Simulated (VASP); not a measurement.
# In (Im-3m) in VASP: further runs

Runs on In. Level: PBE. Tasks: relaxation of cell and atoms.

Everything below comes from runs of VASP 6.6.1. Logs are shortened: lines on timing, memory, paths and dates and some standing lists are left out, and cuts for length are marked.

**1. The cell of the first run**

The structure is cubic, space group Im-3m (No. 229). The conventional cell has a = 3.218 Å, b = 3.218 Å, c = 3.218 Å, α = 90.00°, β = 90.00°, γ = 90.00°. Within 3.7 Å of In (site symmetry m-3m) lie 14 In at 2.79 to 3.22 Å.

**2. Relaxation of cell and atoms, PBE, target pressure 66 GPa, at which the enthalpy is minimised**

The input, INCAR:

```
SYSTEM = In
  PREC = Accurate
  ENCUT = 600
  EDIFF = 1E-6
  ISMEAR = -1
  SIGMA = 0.05
  LREAL = .False.
  LASPH = .True.
  NELM = 80
  ALGO = Normal
  ISIF = 3
  LWAVE = .False.
  LCHARG = .False.
  GGA = PE
  IBRION = 2
  NSW = 60
  EDIFFG = -0.005
  PSTRESS = 660.0
```

The input, KPOINTS:

```
regular mesh
0
Gamma
  17 17 17
  0 0 0
```

The input, POSCAR:

```
In
1.0
   -1.6091583776      1.6091583776      1.6091583776
    1.6091583776     -1.6091583776      1.6091583776
    1.6091583776      1.6091583776     -1.6091583776
In
1
Direct
    0.0000000000      0.0000000000      0.0000000000
```

Potentials or basis: VASP PAW PBE potentials, release 64 (In_d).

On the command line:

```
> cat potpaw_PBE.64/In_d/POTCAR > POTCAR
> mpirun -np 1 vasp_std > vasp.out
```

OUTCAR:

```text
SYSTEM = In
   PREC = Accurate
   ENCUT = 600
   EDIFF = 1E-6
   ISMEAR = -1
   LREAL = .False.
   LASPH = .True.
   NELM = 80
   ISIF = 3
   GGA = PE
   IBRION = 2
   NSW = 60
   EDIFFG = -0.005
   PSTRESS = 660.0

 ion  position               nearest neighbor table
   1  0.000  0.000  0.000-

  LATTYP: Found a body centered cubic cell.
 ALAT       =     3.2183167552

  Lattice vectors:

 A1 = (  -1.6091583776,   1.6091583776,   1.6091583776)
 A2 = (   1.6091583776,  -1.6091583776,   1.6091583776)
 A3 = (   1.6091583776,   1.6091583776,  -1.6091583776)

Analysis of symmetry for initial positions (statically):
=====================================================================
 Subroutine PRICEL returns:
 Original cell was already a primitive cell.

 Routine SETGRP: Setting up the symmetry group for a
 body centered cubic supercell.

 Subroutine GETGRP returns: Found 48 space group operations
 (whereof 48 operations were pure point group operations)
 out of a pool of 48 trial point group operations.

The static configuration has the point symmetry O_h .

Analysis of symmetry for dynamics (positions and initial velocities):
=====================================================================
 Subroutine PRICEL returns:
 Original cell was already a primitive cell.

 Routine SETGRP: Setting up the symmetry group for a
 body centered cubic supercell.

 Subroutine GETGRP returns: Found 48 space group operations
 (whereof 48 operations were pure point group operations)
 out of a pool of 48 trial point group operations.

The dynamic configuration has the point symmetry O_h .

 Subroutine INISYM returns: Found 48 space group operations
 (whereof 48 operations are pure point group operations),
 and found     1 'primitive' translations

----------------------------------------------------------------------------------------

                                     Primitive cell

  volume of cell :      16.6670

  direct lattice vectors                    reciprocal lattice vectors
    -1.609158378  1.609158378  1.609158378     0.000000000  0.310721435  0.310721435
     1.609158378 -1.609158378  1.609158378     0.310721435  0.000000000  0.310721435
     1.609158378  1.609158378 -1.609158378     0.310721435  0.310721435  0.000000000

  length of vectors
     2.787144067  2.787144067  2.787144067     0.439426467  0.439426467  0.439426467

  position of ions in fractional coordinates (direct lattice)
     0.000000000  0.000000000  0.000000000

  ion indices of the primitive-cell ions
   primitive index   ion index
                 1           1

----------------------------------------------------------------------------------------

 KPOINTS: regular mesh

Automatic generation of k-mesh.
 Grid dimensions read from file:
 generate k-points for:   17   17   17

 Generating k-lattice:

  Cartesian coordinates                     Fractional coordinates (reciprocal lattice)
     0.000000000  0.018277731  0.018277731     0.058823529  0.000000000  0.000000000
     0.018277731  0.000000000  0.018277731     0.000000000  0.058823529  0.000000000
     0.018277731  0.018277731  0.000000000     0.000000000  0.000000000  0.058823529

  Length of vectors
     0.025848616  0.025848616  0.025848616

  Shift w.r.t. Gamma in fractional coordinates (k-lattice)
     0.000000000  0.000000000  0.000000000

 Subroutine IBZKPT returns following result:
 ===========================================

 Found    165 irreducible k-points:

 Following reciprocal coordinates:
            Coordinates               Weight
  0.000000  0.000000  0.000000      1.000000
  0.058824  0.000000  0.000000     12.000000
  0.117647  0.000000  0.000000     12.000000
  0.176471  0.000000  0.000000     12.000000
  0.235294  0.000000  0.000000     12.000000
  0.294118  0.000000  0.000000     12.000000
[... 16 lines left out ...]
  0.411765  0.117647  0.000000     48.000000
  0.176471  0.176471  0.000000     24.000000
 [... further k-points ...]
   k-points           NKPTS =    165   k-points in BZ     NKDIM =    165   number of bands    NBANDS=     10
   number of dos      NEDOS =    301   number of ions     NIONS =      1
   total plane-waves  NPLWV =  13824
   dimension x,y,z NGX =    24 NGY =   24 NGZ =   24
   dimension x,y,z NGXF=    48 NGYF=   48 NGZF=   48
   ions per type =               1
   NGX,Y,Z   is equivalent  to a cutoff of  14.32, 14.32, 14.32 a.u.
   NGXF,Y,Z  is equivalent  to a cutoff of  28.63, 28.63, 28.63 a.u.
 SYSTEM =  In
   PREC   = accura    normal or accurate (medium, high low for compatibility)
   ISTART =      0    job   : 0-new  1-cont  2-samecut
   ICHARG =      2    charge: 1-file 2-atom 10-const
   ISPIN  =      1    spin polarized calculation?
   LNONCOLLINEAR =      F non collinear calculations
   LSORBIT =      F    spin-orbit coupling
   LASPH  =      T    aspherical Exc in radial PAW
   ENCUT  =  600.0 eV  44.10 Ry    6.64 a.u.   5.57  5.57  5.57*2*pi/ulx,y,z
   NELM   =     80;   NELMIN=  2; NELMDL= -5     # of ELM steps
   EDIFF  = 0.1E-05   stopping-criterion for ELM
   LREAL  =      F    real-space projection
   EDIFFG = -.5E-02   stopping-criterion for IOM
   NSW    =     60    number of steps for IOM
   IBRION =      2    ionic relax: 0-MD 1-quasi-New 2-CG
   NFREE  =      1    steps in history (QN), initial steepest desc. (CG)
   ISIF   =      3    stress and relaxation
   ISYM   =      2    0-nonsym 1-usesym 2-fastsym
   POTIM  = 0.5000    time-step for ionic-motion
   TEBEG  =    0.0;   TEEND  =   0.0 temperature during run
   PSTRESS=  660.0 pullay stress
   NELECT =      13.0000    total number of electrons
   NUPDOWN=      -1.0000    fix difference up-down
   EMIN   =  10.00;   EMAX   =-10.00  energy-range for DOS
   EFERMI =   0.00;   METHOD = LEGACY
   ISMEAR =    -1;   SIGMA  =   0.05  broadening in eV -4-tet -1-fermi 0-gaus
   EFERMI_NEDOS =   21; number of points for ismear=-14 and -15
   IALGO  =     38    algorithm
   IMIX   =      4    mixing-type and parameters
     AMIX     =   0.40;   BMIX     =  1.00
     AMIX_MAG =   1.60;   BMIX_MAG =  1.00
  volume/ion in A,a.u.               =      16.67       112.47
  Fermi-wavevector in a.u.,A,eV,Ry     =   1.506967  2.847755 30.898156  2.270950
  Thomas-Fermi vector in A             =   2.617615
   LORBIT       =      0    0 simple, 1 ext, 2 COOP (PROOUT), +10 PAW based schemes
   GGA     = PE    functional components
   LHFCALC =     F    Hartree Fock is set to
   AEXX    =    0.0000 exact exchange contribution
   IVDW    =     0    specifies the selected vdW correction
   LEPSILON=     F    determine dielectric tensor
   LRPA    =     F    only Hartree local field effects (RPA)
 conjugate gradient relaxation of ions
 non-spin polarized calculation
  energy-cutoff  :      600.00
  volume of cell :       16.67
 maximum number of plane-waves:       571
   NGX = 11   NGY = 11   NGZ = 11

--------------------------------------- Ionic step        1  -------------------------------------------

 number of electron      12.9999996 magnetization

 Free energy of the ion-electron system (eV)
  ---------------------------------------------------
  ext. energy  EPLUGINS =         0.00000000
  ---------------------------------------------------
  free energy    TOTEN  =        -1.17506945 eV

  energy without entropy =       -1.17141442  energy(sigma->0) =       -1.17324193

------------------------ aborting loop because EDIFF is reached ----------------------------------------

  FORCE on cell =-STRESS in cart. coord.  units (eV):
  Direction    XX          YY          ZZ          XY          YZ          ZX
  --------------------------------------------------------------------------------------
  -------------------------------------------------------------------------------------
  Total        6.9120837      6.9120837      6.9120837     -0.0000000     -0.0000000      0.0000000
  in kB      664.4513778    664.4513778    664.4513778     -0.0000000     -0.0000000      0.0000000
  external PRESSURE =       4.4513778 kB  Pullay stress =     660.0000000 kB

 VOLUME and BASIS-vectors are now :
 -----------------------------------------------------------------------------
  energy-cutoff  :      600.00
  volume of cell :       16.67
      direct lattice vectors                 reciprocal lattice vectors
    -1.609158378  1.609158378  1.609158378     0.000000000  0.310721435  0.310721435
     1.609158378 -1.609158378  1.609158378     0.310721435  0.000000000  0.310721435
     1.609158378  1.609158378 -1.609158378     0.310721435  0.310721435  0.000000000
[... 44 lines left out ...]
  FREE ENERGIE OF THE ION-ELECTRON SYSTEM (eV)
  ---------------------------------------------------
  free  energy   TOTEN  =        -1.2208356120 eV

  energy  without entropy=       -1.2171802458  energy(sigma->0) =       -1.21900793

  enthalpy is  TOTEN    =         5.6910578126 eV   P V=        6.9118934245

--------------------------------------- Ionic step        3  -------------------------------------------

 number of electron      12.9999996 magnetization

 Free energy of the ion-electron system (eV)
  ---------------------------------------------------
  ext. energy  EPLUGINS =         0.00000000
  ---------------------------------------------------
  free energy    TOTEN  =        -1.18613766 eV

  energy without entropy =       -1.18248232  energy(sigma->0) =       -1.18430999

 E-fermi :  14.2543     XC(G=0): -12.5854

 val. band max:       14.2200395172   @ k =  -0.2941  -0.4706   0.0588
 cond. band min:      14.2703173253   @ k =  -0.3529  -0.4706   0.1765
 fundamental gap:      0.0502778081
 Fermi energy:        14.2543248564

 k-point     1 :       0.0000    0.0000    0.0000
  band No.  band energies     occupation
      1      -1.7212      2.00000
      2      -1.7212      2.00000
      3      -1.7212      2.00000
      4      -0.9184      2.00000
      5      -0.9184      2.00000
      6       0.5998      2.00000
      7      27.9869      0.00000
      8      27.9869      0.00000
      9      27.9869      0.00000
     10      31.2656      0.00000

 k-point     2 :       0.0588    0.0000    0.0000
  band No.  band energies     occupation
      1      -1.7345      2.00000
      2      -1.7145      2.00000
      3      -1.6806      2.00000
      4      -0.9329      2.00000
      5      -0.9181      2.00000
      6       0.7139      2.00000
      7      27.3566      0.00000
      8      27.8756      0.00000
      9      27.9426      0.00000
     10      30.1879      0.00000
[... 274 lines left out ...]
 k-point    24 :       0.1765    0.1765    0.0000
  band No.  band energies     occupation
      1      -1.9275      2.00000
      2      -1.7379      2.00000
      3      -1.0877      2.00000
      4      -1.0756      2.00000
      5      -0.8755      2.00000
      6       3.9088      2.00000
      7      19.2168      0.00000
      8      19.6565      0.00000
      9      24.1209      0.00000
     10      28.5438      0.00000

 [... further k-points ...]
[... 5 lines left out ...]
  --------------------------------------------------------------------------------------
  -------------------------------------------------------------------------------------
  Total        6.8792893      6.8792893      6.8792893     -0.0000000      0.0000000     -0.0000000
  in kB      660.2386229    660.2386229    660.2386229     -0.0000000      0.0000000     -0.0000000
  external PRESSURE =       0.2386229 kB  Pullay stress =     660.0000000 kB

 VOLUME and BASIS-vectors are now :
 -----------------------------------------------------------------------------
  energy-cutoff  :      600.00
  volume of cell :       16.69
      direct lattice vectors                 reciprocal lattice vectors
    -1.610019292  1.610019292  1.610019292     0.000000000  0.310555285  0.310555285
     1.610019292 -1.610019292  1.610019292     0.310555285  0.000000000  0.310555285
     1.610019292  1.610019292 -1.610019292     0.310555285  0.310555285  0.000000000

 POSITION                                       TOTAL-FORCE (eV/Angst)
 -----------------------------------------------------------------------------------
      0.00000      0.00000      0.00000         0.000000     -0.000000      0.000000
 -----------------------------------------------------------------------------------
    total drift:                               -0.000000      0.000000      0.000000

  FREE ENERGIE OF THE ION-ELECTRON SYSTEM (eV)
  ---------------------------------------------------
  free  energy   TOTEN  =        -1.1861376597 eV

  energy  without entropy=       -1.1824823207  energy(sigma->0) =       -1.18430999

  enthalpy is  TOTEN    =         5.6906653613 eV   P V=        6.8768030211

 reached required accuracy - stopping structural energy minimisation
```

It took 19 s on 1 thread of Intel Xeon 6975P-C (Granite Rapids), shared host; peak memory 0.17 GiB.

What came out:

```
Free energy                                            : -1.1861 eV
Relaxed volume                                         : 16.69 Å³/atom
Relaxed cell                                           : a = 2.789 Å, b = 2.789 Å, c = 2.789 Å, α = 109.47°, β = 109.47°, γ = 109.47°
Space group after relaxing (to 0.05 Å)                 : Im-3m (No. 229)
Energy change on relaxing (the enthalpy is what falls) : -11.1 meV/atom
Ionic steps                                            : 3
Pressure after relaxing                                : 66.0 GPa
```

The path:
```
step  energy change (eV)  largest force (eV/Å)  pressure (GPa)  volume (Å³)
   1              0.0000                0.0000           66.45        16.67
   2             -0.0458                0.0000           64.53        16.78
   3             -0.0111                0.0000           66.02        16.69
```

Final structure:
```cif
data_structure
_symmetry_space_group_name_H-M 'P 1'
_symmetry_Int_Tables_number 1
_cell_length_a 2.7886
_cell_length_b 2.7886
_cell_length_c 2.7886
_cell_angle_alpha 109.471
_cell_angle_beta 109.471
_cell_angle_gamma 109.471
_cell_volume 16.69
loop_
_atom_site_label
_atom_site_type_symbol
_atom_site_fract_x
_atom_site_fract_y
_atom_site_fract_z
_atom_site_occupancy
In1 In 0.00000 0.00000 0.00000 1
```

Levels at points of the mesh, in eV from the Fermi level:
| k point | band 3 | band 4 | band 5 | band 6 | band 7 | band 8 | band 9 | band 10 |
| --- | --- | --- | --- | --- | --- | --- | --- | --- |
| (0.00, 0.00, 0.00) | -15.98 | -15.17 | -15.17 | -13.65 | 13.73 | 13.73 | 13.73 | 17.01 |

Caveat: the cell is relaxed towards a set pressure, so the enthalpy falls and the energy may rise; spin-orbit coupling is left out, which moves the levels of the heavy elements.

**3. Relaxation of cell and atoms, PBE, target pressure 66 GPa, at which the enthalpy is minimised**

The input, INCAR:

```
SYSTEM = In
PREC     = Accurate       ! precision mode
ENCUT    = 600            ! plane-wave cutoff, eV
EDIFF    = 1E-7           ! SCF threshold, eV
ISMEAR   = -1             ! smearing method
SIGMA    = 0.05           ! smearing width, eV
LREAL    = .FALSE.        ! projectors in reciprocal space
LASPH    = .TRUE.         ! aspherical terms in the spheres
NELM     = 60             ! most SCF steps
ALGO     = Normal         ! electronic algorithm
ISIF     = 3              ! what is computed and relaxed
LWAVE    = .FALSE.        ! write WAVECAR
LCHARG   = .FALSE.        ! write CHGCAR
GGA      = PE             ! functional
IBRION   = 2              ! ionic algorithm
NSW      = 32             ! ionic steps
EDIFFG   = -0.005         ! ionic threshold
PSTRESS  = 660.0
```

The input, KPOINTS:

```
Automatic mesh
0
G
  17 17 17
  0 0 0
```

The input, POSCAR:

```
In
1.0
   -1.6097806040      1.6097806040      1.6097806040
    1.6097806040     -1.6097806040      1.6097806040
    1.6097806040      1.6097806040     -1.6097806040
In
1
Direct
    0.0000000000      0.0000000000      0.0000000000
```

Potentials or basis: VASP PAW PBE potentials, release 64 (In_d).

On the command line:

```
> cat potpaw_PBE.64/In_d/POTCAR > POTCAR
> mpirun -np 1 vasp_std > vasp.out
```

It took 22 s on 1 thread of Intel Xeon 6975P-C (Granite Rapids), shared host; peak memory 0.17 GiB.

Results (log left out):

| Item | Value |
| --- | --- |
| Free energy | -1.1865 eV |
| Relaxed volume | 16.69 Å³/atom |
| Relaxed cell | a = 2.789 Å, b = 2.789 Å, c = 2.789 Å, α = 109.47°, β = 109.47°, γ = 109.47° |
| Space group after relaxing (to 0.05 Å) | Im-3m (No. 229) |
| Energy change on relaxing (the enthalpy is what falls) | -3.4 meV/atom |
| Ionic steps | 3 |
| Pressure after relaxing | 66.0 GPa |

The path:
```
step  energy change (eV)  largest force (eV/Å)  pressure (GPa)  volume (Å³)
   1              0.0000                0.0000           66.16        16.69
   2             -0.0165                0.0000           65.45        16.73
   3             -0.0034                0.0000           66.01        16.69
```

Final structure:
```
In
1.0
    -1.61005    1.61005    1.61005
     1.61005   -1.61005    1.61005
     1.61005    1.61005   -1.61005
In
1
Cartesian
  0.0000 0.0000 0.0000
```

Levels at points of the mesh, in eV from the Fermi level:
```tsv
k point	band 2	band 3	band 4	band 5	band 6	band 7	band 8	band 9	band 10
(0.00, 0.00, 0.00)	-15.98	-15.98	-15.17	-15.17	-13.65	13.73	13.73	13.73	17.01
```

Caveat: the cell is relaxed towards a set pressure, so the enthalpy falls and the energy may rise; spin-orbit coupling is left out, which moves the levels of the heavy elements.

**4. Relaxation of cell and atoms, PBE**

This run uses another cell than the first one, of 27.52 Å³/atom, 1.651 times its volume.

The input, INCAR:

```
  ALGO = Normal
  EDIFF = 1E-6
  EDIFFG = -0.005
  ENCUT = 600
  GGA = PE
  IBRION = 2
  ISIF = 3
  ISMEAR = -1
  LASPH = True
  LCHARG = False
  LREAL = False
  LWAVE = False
  NELM = 60
  NSW = 60
  PREC = Accurate
  SIGMA = 0.05
```

The input, KPOINTS:

```
k-points
0
Gamma
  17 17 17
```

The input, POSCAR:

```
In
1.0
   -1.9018218905      1.9018218905      1.9018218905
    1.9018218905     -1.9018218905      1.9018218905
    1.9018218905      1.9018218905     -1.9018218905
In
1
Direct
    0.0000000000      0.0000000000      0.0000000000
```

On the command line:

```
> cat potpaw_PBE.64/In_d/POTCAR > POTCAR
> mpirun -np 1 vasp_std > vasp.out
```

It took 36 s on 1 thread of Intel Xeon 6975P-C (Granite Rapids), shared host; peak memory 0.2 GiB.

The run converged. Its results:

```
Free energy                            : -2.5521 eV
Relaxed volume                         : 27.79 Å³/atom
Relaxed cell                           : a = 3.305 Å, b = 3.305 Å, c = 3.305 Å, α = 109.47°, β = 109.47°, γ = 109.47°
Space group after relaxing (to 0.05 Å) : Im-3m (No. 229)
Energy gained by relaxing              : 0.3 meV/atom
Ionic steps                            : 3
Pressure after relaxing                : 0.0 GPa
```

Step by step:
```
step  energy change (eV)  largest force (eV/Å)  pressure (GPa)  volume (Å³)
   1              0.0000                0.0000            0.35        27.51
   2             -0.0003                0.0000            0.04        27.76
   3             -0.0003                0.0000            0.02        27.79
```

Final structure:
```cif
data_structure
_symmetry_space_group_name_H-M 'P 1'
_symmetry_Int_Tables_number 1
_cell_length_a 3.3050
_cell_length_b 3.3050
_cell_length_c 3.3050
_cell_angle_alpha 109.471
_cell_angle_beta 109.471
_cell_angle_gamma 109.471
_cell_volume 27.79
loop_
_atom_site_label
_atom_site_type_symbol
_atom_site_fract_x
_atom_site_fract_y
_atom_site_fract_z
_atom_site_occupancy
In1 In 0.00000 0.00000 0.00000 1
```

Levels at points of the mesh, in eV from the Fermi level:
| k point | band 2 | band 3 | band 4 | band 5 | band 6 | band 7 | band 8 | band 9 | band 10 |
| --- | --- | --- | --- | --- | --- | --- | --- | --- | --- |
| (0.00, 0.00, 0.00) | -14.65 | -14.65 | -14.41 | -14.41 | -9.16 | 10.44 | 10.44 | 10.44 | 12.79 |

Caveat: spin-orbit coupling is left out, which moves the levels of the heavy elements.

**5. Summary**

| cell | gap on the mesh (eV) | pressure (GPa) |
| --- | --- | --- |
| relaxed to 66 GPa from a = 2.787 Å, angles 109.5°, 1 atom | none | 66.0 |
| relaxed to 66 GPa from a = 2.788 Å, angles 109.5°, 1 atom | none | 66.0 |
| relaxed from a = 3.294 Å, angles 109.5°, 1 atom | none | 0.0 |

Alike in all rows: task relaxation of cell and atoms; level PBE; potentials or basis VASP PAW PBE potentials, release 64 (In_d); no spin polarisation; k mesh 17 × 17 × 17; cutoff (eV) 600; smearing fermi-dirac 0.05 eV.

Caveats: spin-orbit coupling is left out, which moves the levels of the heavy elements; the cell is relaxed towards a set pressure, so the enthalpy falls and the energy may rise (some runs).

Absolute energies hang on the potentials; compare differences alone.
